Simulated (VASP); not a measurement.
A run of VASP 6.6.1:

INCAR

```
SYSTEM = CsPbBr3
PREC = Accurate
ENCUT = 520
EDIFF = 1E-6
ISMEAR = 0
SIGMA = 0.01
LREAL = .FALSE.
LASPH = .TRUE.
NELM = 80
ALGO = Normal
ISIF = 2
LWAVE = .FALSE.
LCHARG = .FALSE.
GGA = PE
NBANDS = 30
```

KPOINTS

```
Automatic mesh
0
G
  4 4 4
  0 0 0
```

The input POSCAR:

```
CsPbBr3
1.0
    5.8868348350      0.0000000000      0.0000000000
    0.0000000000      5.8868348350      0.0000000000
    0.0000000000      0.0000000000      5.8868348350
Cs Pb Br
1 1 3
Direct
    0.0000000000      0.0000000000      0.0000000000
    0.5000000000      0.5000000000      0.5000000000
    0.5000000000      0.5000000000      0.0000000000
    0.5000000000      0.0000000000      0.5000000000
    0.0000000000      0.5000000000      0.5000000000
```

Potentials or basis: VASP PAW PBE potentials, release 64 (Cs_sv, Pb_d, Br).

Launch:

```console
$ cat potpaw_PBE.64/Cs_sv/POTCAR potpaw_PBE.64/Pb_d/POTCAR potpaw_PBE.64/Br/POTCAR > POTCAR
$ mpirun -np 1 vasp_std > vasp.out
```

Hardware: 1 thread of Intel(R) Xeon(R) Platinum 8488C (Sapphire Rapids) (shared host).

Question: Estimate the wall time of this run.

Answer: Run time: 57 s on 1 thread of Intel(R) Xeon(R) Platinum 8488C (Sapphire Rapids), on a shared host, peak memory 0.34 GiB. Counts: scf iterations 14, k points 10.
